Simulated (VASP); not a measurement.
A run of VASP 6.6.1:

The input INCAR:

```
ALGO = Normal
EDIFF = 1E-7
EDIFFG = -0.001
ENCUT = 600
GGA = RP
IBRION = 2
ISIF = 3
ISMEAR = 0
LASPH = True
LCHARG = False
LREAL = False
LWAVE = False
NELM = 60
NSW = 80
PREC = Accurate
SIGMA = 0.01
```

The input KPOINTS:

```
k-points
0
Gamma
  3 3 5
```

The input POSCAR:

```
TiO2
1.0
    4.5922000000      0.0000000000      0.0000000000
    0.0000000000      4.5922000000      0.0000000000
    0.0000000000      0.0000000000      2.9574000000
Ti O
2 4
Direct
    0.0000000000      0.0000000000      0.0000000000
    0.5000000000      0.5000000000      0.5000000000
    0.3049600000      0.3049600000      0.0000000000
    0.1950400000      0.8049600000      0.5000000000
    0.6950400000      0.6950400000      0.0000000000
    0.8049600000      0.1950400000      0.5000000000
```

Potentials or basis: VASP PAW PBE potentials, release 64 (Ti_sv, O).

The run is started by

```bash
$ cat potpaw_PBE.64/Ti_sv/POTCAR potpaw_PBE.64/O/POTCAR > POTCAR
$ mpirun -np 1 vasp_std > vasp.out
```

Hardware: 1 thread of AMD EPYC 9R45 96-Core Processor (Zen 5), on a shared host.

Question: Estimate the wall time of this run.

Answer: Run time: 96 s on 1 thread of AMD EPYC 9R45 96-Core Processor (Zen 5), with other jobs on the host, peak memory 0.17 GiB. Counts: scf iterations 94, k points 9, ion steps 10.
